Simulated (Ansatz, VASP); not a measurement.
One calculation of CdS, two programs

```xyz
4
Lattice="4.1348 0.0000 0.0000 -2.0674 3.5808 0.0000 0.0000 0.0000 6.9515" Properties=species:S:1:pos:R:3 pbc="T T T"
Cd    0.0000    2.3872    0.0000
Cd    2.0674    1.1936    3.4757
S     0.0000    2.3872    2.6763
S     2.0674    1.1936    6.1521
```

Change from the starting cell: zz strain of +3 %, crystal datasets.

Alike in both runs: task electric field gradients; functional PBEsol; k mesh 7 × 7 × 4; occupations fermi-dirac, width 0.01 eV; no spin polarisation.

```csv
,VASP,Ansatz
version,VASP 6.6.1,Ansatz 0.2.0
potentials or method,"VASP PAW PBE potentials, release 64 (Cd, S), cutoff 520 eV","all-electron PAW with datasets made for the crystal, scalar-relativistic"
```

Ansatz gave:

* gap on the k mesh at the Fermi level (eV): 1.00
* pressure (GPa): -1.9
* traceless stress, the component that is largest in VASP (GPa): -2.60
* rms of the force components (eV/Å): 0.192
* size of Vzz on the site where it differs most (V/Å²): 51.1

**Question.** Which values does VASP return?

**Answer.** gap on the k mesh at the Fermi level (eV): 1.00; pressure (GPa): -1.5; traceless stress, the component that is largest in VASP (GPa): -2.69; rms of the force components (eV/Å): 0.200; size of Vzz on the site where it differs most (V/Å²): 55.3.

VASP's potentials were made for PBE, not for PBEsol. Atom by atom the forces differ by 0.008 eV/Å (rms over components). Ansatz ran all-electron here, and VASP with PAW potentials.
